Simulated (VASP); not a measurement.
# Fe3Co (P4/mmm) in VASP: a series of runs

Runs on Fe3Co. Level: PBEsol. Tasks: single point.

All numbers are computed with VASP 6.6.1; they aren't measurements. Logs are shortened: lines on timing, memory, paths and dates and some standing lists are left out, and cuts for length are marked.

## (1) The cell of the first run

It takes space group P4/mmm (No. 123, tetragonal). Conventional cell: a = 4.153 Å, b = 4.153 Å, c = 2.919 Å, α = 90.00°, β = 90.00°, γ = 90.00°. Within 3.3 Å of Fe (site symmetry 4/mmm) lie 10 Fe at 2.54 to 2.92 Å and 4 Co at 2.94 Å. Within 3.3 Å of Fe (site symmetry mmm) lie 10 Fe at 2.54 to 2.94 Å and 4 Co at 2.54 Å. Within 3.3 Å of Co (site symmetry 4/mmm) lie 12 Fe at 2.54 to 2.94 Å and 2 Co at 2.92 Å.

## (2) Single point, PBEsol, collinear spin, ferromagnetic start

Contents of INCAR:

```
ALGO = Normal
EDIFF = 1E-6
ENCUT = 520
GGA = PS
ISIF = 2
ISMEAR = 0
ISPIN = 2
LASPH = True
LCHARG = False
LMAXMIX = 4
LORBIT = 11
LREAL = False
LWAVE = False
MAGMOM = 4 4 4 3
NBANDS = 28
NELM = 150
PREC = Accurate
SIGMA = 0.1
```

Contents of KPOINTS:

```
k-points
0
Gamma
  10 10 14
```

Contents of POSCAR:

```
Fe3Co
1.0
    4.1534610540      0.0000000000      0.0000000000
    0.0000000000      4.1534610540      0.0000000000
    0.0000000000      0.0000000000      2.9189838194
Fe Co
3 1
Direct
    0.5000000000      0.5000000000      0.0000000000
    0.5000000000      0.0000000000      0.5000000000
    0.0000000000      0.5000000000      0.5000000000
    0.0000000000      0.0000000000      0.0000000000
```

Potentials or basis: VASP PAW PBE potentials, release 64 (Fe, Co).

Run with:

```console
cat potpaw_PBE.64/Fe/POTCAR potpaw_PBE.64/Co/POTCAR > POTCAR
mpirun -np 1 vasp_std > vasp.out
```

OUTCAR:

```text
EDIFF = 1E-6
   ENCUT = 520
   GGA = PS
   ISIF = 2
   ISMEAR = 0
   ISPIN = 2
   LASPH = True
   LORBIT = 11
   LREAL = False
   NELM = 150
   PREC = Accurate

 ion  position               nearest neighbor table
   1  0.500  0.500  0.000-   2 2.54   3 2.54   2 2.54   3 2.54   2 2.54   2 2.54   3 2.54   3 2.54
                             4 2.94   4 2.94   4 2.94   4 2.94
   2  0.500  0.000  0.500-   1 2.54   4 2.54   1 2.54   4 2.54   1 2.54   1 2.54   4 2.54   4 2.54
                             3 2.94   3 2.94   3 2.94   3 2.94
   3  0.000  0.500  0.500-   1 2.54   4 2.54   1 2.54   4 2.54   4 2.54   4 2.54   1 2.54   1 2.54
                             2 2.94   2 2.94   2 2.94   2 2.94
   4  0.000  0.000  0.000-   2 2.54   3 2.54   2 2.54   3 2.54   3 2.54   3 2.54   2 2.54   2 2.54
                             1 2.94   1 2.94   1 2.94   1 2.94

  LATTYP: Found a simple tetragonal cell.
 ALAT       =     4.1534610540
 C/A-ratio  =     0.7027834814

  Lattice vectors:

 A1 = (   4.1534610540,   0.0000000000,   0.0000000000)
 A2 = (   0.0000000000,   4.1534610540,   0.0000000000)
 A3 = (   0.0000000000,   0.0000000000,   2.9189838194)

Analysis of symmetry for initial positions (statically):
=====================================================================
 Subroutine PRICEL returns:
 Original cell was already a primitive cell.

 Routine SETGRP: Setting up the symmetry group for a
 simple tetragonal supercell.

 Subroutine GETGRP returns: Found 16 space group operations
 (whereof 16 operations were pure point group operations)
 out of a pool of 16 trial point group operations.

The static configuration has the point symmetry D_4h.

Analysis of symmetry for dynamics (positions and initial velocities):
=====================================================================
 Subroutine PRICEL returns:
 Original cell was already a primitive cell.

 Routine SETGRP: Setting up the symmetry group for a
 simple tetragonal supercell.

 Subroutine GETGRP returns: Found 16 space group operations
 (whereof 16 operations were pure point group operations)
 out of a pool of 16 trial point group operations.

The dynamic configuration has the point symmetry D_4h.

Analysis of structural, dynamic, and magnetic symmetry:
=====================================================================
 Subroutine PRICEL returns:
 Original cell was already a primitive cell.

 Routine SETGRP: Setting up the symmetry group for a
 simple tetragonal supercell.

 Subroutine GETGRP returns: Found 16 space group operations
 (whereof 16 operations were pure point group operations)
 out of a pool of 16 trial point group operations.

The overall configuration has the point symmetry D_4h.

 Subroutine INISYM returns: Found 16 space group operations
 (whereof 16 operations are pure point group operations),
 and found     1 'primitive' translations

----------------------------------------------------------------------------------------

                                     Primitive cell

  volume of cell :      50.3561

  direct lattice vectors                    reciprocal lattice vectors
     4.153461054  0.000000000  0.000000000     0.240763062  0.000000000  0.000000000
     0.000000000  4.153461054  0.000000000     0.000000000  0.240763062  0.000000000
     0.000000000  0.000000000  2.918983819     0.000000000  0.000000000  0.342584975

  length of vectors
     4.153461054  4.153461054  2.918983819     0.240763062  0.240763062  0.342584975

  position of ions in fractional coordinates (direct lattice)
     0.500000000  0.500000000  0.000000000
     0.500000000  0.000000000  0.500000000
     0.000000000  0.500000000  0.500000000
     0.000000000  0.000000000  0.000000000

  ion indices of the primitive-cell ions
   primitive index   ion index
                 1           1
                 2           2
                 3           3
                 4           4

----------------------------------------------------------------------------------------

 KPOINTS: k-points

Automatic generation of k-mesh.
 Grid dimensions read from file:
 generate k-points for:   10   10   14

 Generating k-lattice:

  Cartesian coordinates                     Fractional coordinates (reciprocal lattice)
     0.024076306  0.000000000  0.000000000     0.100000000  0.000000000  0.000000000
     0.000000000  0.024076306  0.000000000     0.000000000  0.100000000  0.000000000
     0.000000000  0.000000000  0.024470355     0.000000000  0.000000000  0.071428571

  Length of vectors
     0.024076306  0.024076306  0.024470355

  Shift w.r.t. Gamma in fractional coordinates (k-lattice)
     0.000000000  0.000000000  0.000000000

 Subroutine IBZKPT returns following result:
 ===========================================

 Found    168 irreducible k-points:

 Following reciprocal coordinates:
            Coordinates               Weight
  0.000000  0.000000  0.000000      1.000000
  0.100000  0.000000  0.000000      4.000000
  0.200000  0.000000  0.000000      4.000000
  0.300000  0.000000  0.000000      4.000000
  0.400000  0.000000  0.000000      4.000000
  0.500000  0.000000  0.000000      2.000000
[... 16 lines left out ...]
  0.100000  0.000000  0.071429      8.000000
  0.200000  0.000000  0.071429      8.000000
 [... further k-points ...]
   k-points           NKPTS =    168   k-points in BZ     NKDIM =    168   number of bands    NBANDS=     28
   number of dos      NEDOS =    301   number of ions     NIONS =      4
   total plane-waves  NPLWV =  24576
   dimension x,y,z NGX =    32 NGY =   32 NGZ =   24
   dimension x,y,z NGXF=    64 NGYF=   64 NGZF=   48
   ions per type =               3   1
   NGX,Y,Z   is equivalent  to a cutoff of  12.81, 12.81, 13.67 a.u.
   NGXF,Y,Z  is equivalent  to a cutoff of  25.62, 25.62, 27.34 a.u.
 SYSTEM =  unknown system
   PREC   = accura    normal or accurate (medium, high low for compatibility)
   ISTART =      0    job   : 0-new  1-cont  2-samecut
   ICHARG =      2    charge: 1-file 2-atom 10-const
   ISPIN  =      2    spin polarized calculation?
   LNONCOLLINEAR =      F non collinear calculations
   LSORBIT =      F    spin-orbit coupling
   LASPH  =      T    aspherical Exc in radial PAW
   ENCUT  =  520.0 eV  38.22 Ry    6.18 a.u.   7.72  7.72  5.43*2*pi/ulx,y,z
   NELM   =    150;   NELMIN=  2; NELMDL= -5     # of ELM steps
   EDIFF  = 0.1E-05   stopping-criterion for ELM
   LREAL  =      F    real-space projection
   EDIFFG = 0.1E-04   stopping-criterion for IOM
   NSW    =      0    number of steps for IOM
   IBRION =     -1    ionic relax: 0-MD 1-quasi-New 2-CG
   NFREE  =      0    steps in history (QN), initial steepest desc. (CG)
   ISIF   =      2    stress and relaxation
   ISYM   =      2    0-nonsym 1-usesym 2-fastsym
   POTIM  = 0.5000    time-step for ionic-motion
   TEBEG  =    0.0;   TEEND  =   0.0 temperature during run
   PSTRESS=    0.0 pullay stress
   NELECT =      33.0000    total number of electrons
   NUPDOWN=      -1.0000    fix difference up-down
   EMIN   =  10.00;   EMAX   =-10.00  energy-range for DOS
   EFERMI =   0.00;   METHOD = LEGACY
   ISMEAR =     0;   SIGMA  =   0.10  broadening in eV -4-tet -1-fermi 0-gaus
   EFERMI_NEDOS =   21; number of points for ismear=-14 and -15
   IALGO  =     38    algorithm
   IMIX   =      4    mixing-type and parameters
     AMIX     =   0.40;   BMIX     =  1.00
     AMIX_MAG =   1.60;   BMIX_MAG =  1.00
  volume/ion in A,a.u.               =      12.59        84.95
  Fermi-wavevector in a.u.,A,eV,Ry     =   1.421987  2.687165 27.511602  2.022046
  Thomas-Fermi vector in A             =   2.542738
   LORBIT       =     11    0 simple, 1 ext, 2 COOP (PROOUT), +10 PAW based schemes
   GGA     = PS    functional components
   LHFCALC =     F    Hartree Fock is set to
   AEXX    =    0.0000 exact exchange contribution
   IVDW    =     0    specifies the selected vdW correction
   LEPSILON=     F    determine dielectric tensor
   LRPA    =     F    only Hartree local field effects (RPA)
 spin polarized calculation
 Gauss-broadening in eV      SIGMA  =   0.10
  energy-cutoff  :      520.00
  volume of cell :       50.36
 maximum number of plane-waves:      1377
 NGX is ok and might be reduce to    32
   NGX = 15   NGY = 15   NGZ = 11

 number of electron      33.0000000 magnetization      15.0000000

 number of electron      32.9999984 magnetization       9.6058620

 Free energy of the ion-electron system (eV)
  ---------------------------------------------------
  ext. energy  EPLUGINS =         0.00000000
  ---------------------------------------------------
  free energy    TOTEN  =       -34.10292792 eV

  energy without entropy =      -34.09314606  energy(sigma->0) =      -34.09803699

 E-fermi :   5.7379     XC(G=0): -12.7016

 val. band max:        5.7369895994   @ k =   0.4000   0.3000   0.2143
 cond. band min:       5.7416575017   @ k =   0.1000   0.0000   0.2143
 fundamental gap:      0.0046679022
 Fermi energy:         5.7378779756

 spin component 1

 k-point     1 :       0.0000    0.0000    0.0000
  band No.  band energies     occupation
      1      -2.4508      1.00000
      2       0.9582      1.00000
      3       1.0561      1.00000
      4       1.1519      1.00000
      5       1.1697      1.00000
      6       2.3442      1.00000
[... 20 lines left out ...]
     27      14.5090      0.00000
[... 691 lines left out ...]
      6       2.4103      1.00000
[... 20 lines left out ...]
     27      13.8163      0.00000
     28      14.6606      0.00000

 [... further k-points ...]

 spin component 2

 k-point     1 :       0.0000    0.0000    0.0000
  band No.  band energies     occupation
      1      -2.2353      1.00000
      2       2.4176      1.00000
      3       2.4291      1.00000
      4       3.0720      1.00000
      5       3.0981      1.00000
      6       4.2422      1.00000
[... 20 lines left out ...]
     27      14.8340      0.00000
[... 691 lines left out ...]
      6       4.3029      1.00000
[... 20 lines left out ...]
     27      14.9104      0.00000
     28      15.1893      0.00000

 [... further k-points ...]
[... 5 lines left out ...]
  --------------------------------------------------------------------------------------
  -------------------------------------------------------------------------------------
  Total       -6.6784873     -6.6784873     -6.5747779      0.0000000      0.0000000      0.0000000
  in kB     -212.4891278   -212.4891278   -209.1894096      0.0000000      0.0000000      0.0000000
  external PRESSURE =    -211.3892217 kB  Pullay stress =       0.0000000 kB

 VOLUME and BASIS-vectors are now :
 -----------------------------------------------------------------------------
  energy-cutoff  :      520.00
  volume of cell :       50.36
      direct lattice vectors                 reciprocal lattice vectors
     4.153461054  0.000000000  0.000000000     0.240763062  0.000000000  0.000000000
     0.000000000  4.153461054  0.000000000     0.000000000  0.240763062  0.000000000
     0.000000000  0.000000000  2.918983819     0.000000000  0.000000000  0.342584975

 POSITION                                       TOTAL-FORCE (eV/Angst)
 -----------------------------------------------------------------------------------
      2.07673      2.07673      0.00000         0.000000      0.000000      0.000000
      2.07673      0.00000      1.45949         0.000000      0.000000      0.000000
      0.00000      2.07673      1.45949         0.000000      0.000000      0.000000
      0.00000      0.00000      0.00000         0.000000      0.000000      0.000000
 -----------------------------------------------------------------------------------
    total drift:                                0.000000     -0.000000     -0.000000

  FREE ENERGIE OF THE ION-ELECTRON SYSTEM (eV)
  ---------------------------------------------------
  free  energy   TOTEN  =       -34.1029279198 eV

  energy  without entropy=      -34.0931460620  energy(sigma->0) =      -34.09803699

 total charge

# of ion       s       p       d       tot
------------------------------------------
    1        0.447   0.451   6.187   7.085
    2        0.446   0.457   6.131   7.034
    3        0.446   0.457   6.131   7.034
    4        0.449   0.447   7.189   8.085
--------------------------------------------------
tot          1.789   1.812  25.638  29.238

 magnetization (x)

# of ion       s       p       d       tot
------------------------------------------
    1       -0.009  -0.047   2.577   2.521
    2       -0.008  -0.050   2.752   2.694
    3       -0.008  -0.050   2.752   2.694
    4       -0.020  -0.063   1.843   1.760
--------------------------------------------------
tot         -0.045  -0.211   9.924   9.669
```

Wall time 11 min (1 thread of Intel Xeon 8259CL, shared host); peak memory 0.45 GiB.

Results:

```yaml
Free_energy: -34.1029 eV
Pressure: -21.1 GPa
Net_moment: 9.61 μB per cell
Site_moments: Fe +2.52, +2.69 (each value once); Co +1.76 μB
Valence_electrons_inside_the_program's_atomic_spheres: Fe 7.08, 7.03 (each value once); Co 8.09
```

Stress tensor (GPa, compression positive):
```
-21.25   0.00   0.00
  0.00 -21.25   0.00
  0.00   0.00 -20.92
```

Levels at points of the mesh, in eV from the Fermi level:
Spin up:
```csv
k point,band 17,band 18,band 19,band 20,band 21,band 22,band 23,band 24,band 25,band 26
"(0.00, 0.00, 0.00)",-0.62,-0.62,-0.52,-0.20,-0.20,0.18,0.18,5.87,5.96,8.77
"(0.50, 0.00, 0.00)",-1.57,-1.50,-1.38,-1.30,-0.59,-0.24,4.25,4.26,6.39,6.68
"(0.50, 0.50, 0.00)",-1.65,-1.54,-1.43,-1.43,-0.51,-0.39,-0.39,-0.35,15.20,15.22
"(0.00, 0.00, 0.50)",-1.39,-1.34,-1.31,-1.30,-0.33,-0.30,7.48,7.51,7.51,7.51
"(0.50, 0.00, 0.50)",-1.42,-1.22,-1.09,-0.90,1.36,1.48,1.62,1.68,9.66,9.70
"(0.50, 0.50, 0.50)",-0.48,-0.29,-0.29,-0.12,0.17,0.23,0.23,0.29,5.75,6.02
```
Spin down:
```csv
k point,band 10,band 11,band 12,band 13,band 14,band 15
"(0.00, 0.00, 0.00)",-0.33,0.33,0.33,0.85,0.92,1.24
"(0.50, 0.00, 0.00)",-0.51,-0.46,0.19,0.42,0.74,0.76
"(0.50, 0.50, 0.00)",-0.47,-0.47,0.15,0.15,0.18,0.20
"(0.00, 0.00, 0.50)",-0.56,-0.15,-0.15,0.15,0.15,0.59
"(0.50, 0.00, 0.50)",-1.10,-1.01,-0.92,0.69,0.87,0.99
"(0.50, 0.50, 0.50)",0.38,0.38,0.51,0.72,0.73,1.25
```

Caveat: the cell stands under tension; the PAW data sets were made with another functional, which shifts forces and pressure a little.

## (3) Single point, PBEsol, collinear spin, ferromagnetic start

This run uses another cell than the first one, of 11.44 Å³/atom.

Contents of INCAR:

```
PREC = Accurate
ENCUT = 600
EDIFF = 1E-6
ISMEAR = 0
SIGMA = 0.1
LREAL = False
LASPH = True
NELM = 200
ALGO = Normal
ISIF = 2
LWAVE = False
LCHARG = True
ISPIN = 2
MAGMOM = 2.6 2.87 2.87 1.99
LORBIT = 11
LMAXMIX = 4
GGA = PS
LVHAR = True
NBANDS = 28
GGA_COMPAT = False
KPAR = 4
```

Contents of KPOINTS:

```
Automatic mesh
0
Gamma
  14 14 18
```

Contents of POSCAR:

```
Fe3Co
1.0
    4.0235794450      0.0000000000      0.0000000000
    0.0000000000      4.0235794450      0.0000000000
    0.0000000000      0.0000000000      2.8277051700
Fe Co
3 1
Direct
    0.5000000000      0.5000000000      0.0000000000
    0.5000000000      0.0000000000      0.5000000000
    0.0000000000      0.5000000000      0.5000000000
    0.0000000000      0.0000000000      0.0000000000
```

Potentials or basis: VASP PAW PBE potentials, release 64 (Fe, Co).

Run with:

```console
cat potpaw_PBE.64/Fe/POTCAR potpaw_PBE.64/Co/POTCAR > POTCAR
mpirun -np 4 vasp_std > vasp.out
```

It took 7 min on 4 MPI ranks of AMD EPYC 7R43 (Zen 3), shared host; peak memory 0.79 GiB.

It converged, with:

```yaml
Free_energy: -34.5348 eV
Pressure: -8.0 GPa
Net_moment: 9.25 μB per cell
Site_moments: Fe +2.35, +2.58 (each value once); Co +1.73 μB
Valence_electrons_inside_the_program's_atomic_spheres: Fe 7.27, 7.21 (each value once); Co 8.24
```

Stress tensor (GPa, compression positive):
```
-8.01  0.00  0.00
 0.00 -8.01  0.00
 0.00  0.00 -7.86
```

Levels at points of the mesh, in eV from the Fermi level:
Spin up:
| k point | band 18 | band 19 | band 20 | band 21 | band 22 | band 23 | band 24 | band 25 |
| --- | --- | --- | --- | --- | --- | --- | --- | --- |
| (0.00, 0.00, 0.00) | -0.45 | -0.30 | 0.08 | 0.08 | 0.15 | 0.15 | 6.70 | 6.81 |
| (0.50, 0.00, 0.00) | -1.41 | -1.28 | -1.18 | -0.42 | 0.04 | 4.67 | 4.68 | 7.14 |
| (0.50, 0.50, 0.00) | -1.48 | -1.36 | -1.36 | -0.32 | -0.14 | -0.14 | -0.14 | 16.37 |
| (0.00, 0.00, 0.50) | -1.21 | -1.20 | -1.16 | -0.07 | -0.07 | 8.13 | 8.16 | 8.17 |
| (0.50, 0.00, 0.50) | -1.09 | -0.93 | -0.71 | 1.68 | 1.82 | 1.99 | 2.07 | 10.43 |
| (0.50, 0.50, 0.50) | -0.04 | -0.04 | 0.10 | 0.17 | 0.21 | 0.21 | 0.31 | 6.55 |
Spin down:
```tsv
k point	band 9	band 10	band 11	band 12	band 13	band 14	band 15	band 16
(0.00, 0.00, 0.00)	-0.54	-0.54	0.35	0.35	0.83	0.91	1.23	1.57
(0.50, 0.00, 0.00)	-0.95	-0.69	-0.67	0.03	0.34	0.68	0.70	0.74
(0.50, 0.50, 0.00)	-0.86	-0.62	-0.62	0.01	0.01	0.04	0.06	0.10
(0.00, 0.00, 0.50)	-1.21	-0.85	-0.32	-0.32	0.01	0.01	0.51	0.97
(0.50, 0.00, 0.50)	-1.64	-1.34	-1.29	-1.19	0.65	0.89	0.95	1.32
(0.50, 0.50, 0.50)	0.25	0.41	0.41	0.57	0.71	0.72	1.26	1.26
```

Caveat: the cell stands under tension; the PAW data sets were made with another functional, which shifts forces and pressure a little.

[end of part 1 of 2]
